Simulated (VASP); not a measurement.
A run of VASP 6.6.1:

File INCAR:

```
PREC     = Accurate       # precision mode
ENCUT    = 600            # plane-wave cutoff, eV
EDIFF    = 1E-6           # SCF threshold, eV
ISMEAR   = 0              # smearing method
SIGMA    = 0.05           # smearing width, eV
LREAL    = F              # projectors in reciprocal space
LASPH    = T              # aspherical terms in the spheres
NELM     = 80             # most SCF steps
ALGO     = Normal         # electronic algorithm
ISIF     = 3              # what is computed and relaxed
LWAVE    = F              # write WAVECAR
LCHARG   = F              # write CHGCAR
GGA      = CA             # functional
IBRION   = 2              # ionic algorithm
NSW      = 80             # ionic steps
EDIFFG   = -0.01          # ionic threshold
```

The input KPOINTS:

```
Automatic mesh
0
Gamma
  5 5 5
```

The input POSCAR:

```
BaAu2
1.0
    4.8040000000      0.0000000000      0.0000000000
   -2.4020000000      4.1603860000      0.0000000000
    0.0000000000      0.0000000000      4.1190000000
Ba Au
1 2
Direct
    0.0000000000      0.0000000000      0.0000000000
    0.3333333333      0.6666666667      0.5000000000
    0.6666666667      0.3333333333      0.5000000000
```

Potentials or basis: VASP PAW LDA potentials, release 64 (Ba_sv, Au).

Run with:

```console
$ cat potpaw_LDA.64/Ba_sv/POTCAR potpaw_LDA.64/Au/POTCAR > POTCAR
$ mpirun -np 1 vasp_std > vasp.out
```

Hardware: 1 thread of Intel(R) Xeon(R) Platinum 8488C (Sapphire Rapids) (shared host).

**Question.** Estimate the wall time of this run.

**Answer.** It took 68 s on 1 thread of Intel(R) Xeon(R) Platinum 8488C (Sapphire Rapids), with other jobs on the host, peak memory 0.2 GiB. Counts: scf iterations 44, k points 15, ion steps 6.
